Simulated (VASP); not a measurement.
Runs of VASP 6.6.1 on MnHg. The structure is that of space group Pm-3m (No. 221), or close to it. The cells are those of the table. 

```tsv
task	spin	fixed moment (μB)	cell	k mesh	cutoff (eV)	gap on the mesh (eV)	pressure (GPa)	moment (μB)
single point	collinear, zero start	0.0	a = 3.288, b = 3.288, c = 3.313 Å, 2 atoms	12 × 12 × 12	520	-	-13.4	0.00
single point	collinear, ferromagnetic start	-	a = 3.288, b = 3.288, c = 3.313 Å, 2 atoms	6 × 6 × 6	520	none	2.3	3.88
single point	off	-	a = 3.288, b = 3.288, c = 3.313 Å, 2 atoms	12 × 12 × 12	520	none	-13.4	-
relaxation of cell and atoms	off	-	relaxed from a = 3.288, b = 3.288, c = 3.313 Å, 2 atoms	12 × 12 × 12	600	none	0.0	-
single point	collinear, ferromagnetic start	1.88	a = 3.288, b = 3.288, c = 3.313 Å, 2 atoms	12 × 12 × 12	520	-	-8.7	1.88
single point	collinear, ferromagnetic start	-	a = 3.324 Å, 2 atoms	12 × 12 × 12	520	none	(b)	3.94
single point	collinear, ferromagnetic start	-	a = 3.288, b = 3.288, c = 3.313 Å, 2 atoms	12 × 12 × 12	520	none	2.5	3.89
single point	off	-	a = 3.146, b = 3.146, c = 3.149 Å, 2 atoms	12 × 12 × 12	520	none	(a)	-
```

Alike in all rows: level PBE; potentials or basis VASP PAW PBE potentials, release 64 (Mn_pv, Hg); smearing gaussian 0.1 eV.

Fill in the values left out.

(a) 1.3; (b) 0.4.

Caveats: spin-orbit coupling is left out, which moves the levels of the heavy elements; the cell stands under tension (at least some runs); the total moment is fixed, so each spin has its own Fermi level (at least some runs).

A k mesh can miss the band edges, and the runs leave out spin-orbit coupling on Hg.

A gap of «none» marks levels without a gap at the run's occupations.
